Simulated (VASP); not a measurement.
V: single point with PBE

Crystal: V.

```xyz
2
Lattice="2.9954 0.0000 0.0000 0.0000 2.9954 0.0000 0.0000 0.0000 2.9954" Properties=species:S:1:pos:R:3 pbc="T T T"
V     0.0000    0.0000    0.0000
V     1.4977    1.4977    1.4977
```

- Program: VASP 6.6.1
- Task: single point
- Functional: PBE
- Potentials or basis: VASP PAW PBE potentials, release 64 (V_sv)
- Cutoff: 520 eV
- k mesh: 8 × 8 × 8
- Occupations: methfessel-paxton, width 0.05 eV
- Spin: collinear spin, ferromagnetic start
- Starting moments: [1.5, 1.5] μB
- Dipole correction: no
- Further INCAR settings: ALGO = Normal; EDIFF = 1e-06; NBANDS = 24

- Pressure: 0.3 GPa
- Net moment: 0.20 μB per cell
- Site moments: V +0.09 μB
- Valence electrons inside the program's atomic spheres: V 11.66

Levels at points of the mesh, in eV from the Fermi level:
Spin up:
```
           k point  band 10  band 11  band 12  band 13  band 14  band 15  band 16  band 17
(0.00, 0.00, 0.00)    -3.02    -3.02     0.36     0.36     0.36     2.41     2.41     3.68
(0.50, 0.00, 0.00)    -2.93    -0.58    -0.58     0.80     0.80     0.80     0.80     1.91
(0.50, 0.50, 0.00)    -3.21    -1.18    -1.18     1.62     1.62     2.40     2.40     2.77
(0.50, 0.50, 0.50)    -1.16    -1.16    -1.16    -1.16    -1.16     2.83     2.83     2.83
```
Spin down:
| k point | band 10 | band 11 | band 12 | band 13 | band 14 | band 15 |
| --- | --- | --- | --- | --- | --- | --- |
| (0.00, 0.00, 0.00) | -2.99 | -2.99 | 0.47 | 0.47 | 0.47 | 2.45 |
| (0.50, 0.00, 0.00) | -2.89 | -0.55 | -0.55 | 0.90 | 0.90 | 0.90 |
| (0.50, 0.50, 0.00) | -3.15 | -1.08 | -1.08 | 1.67 | 1.67 | 2.46 |
| (0.50, 0.50, 0.50) | -1.08 | -1.08 | -1.08 | -1.08 | -1.08 | 2.88 |

Run time: 20 s on 1 thread of AMD EPYC 9R45 96-Core Processor (Zen 5) (shared host), peak memory 0.13 GiB.
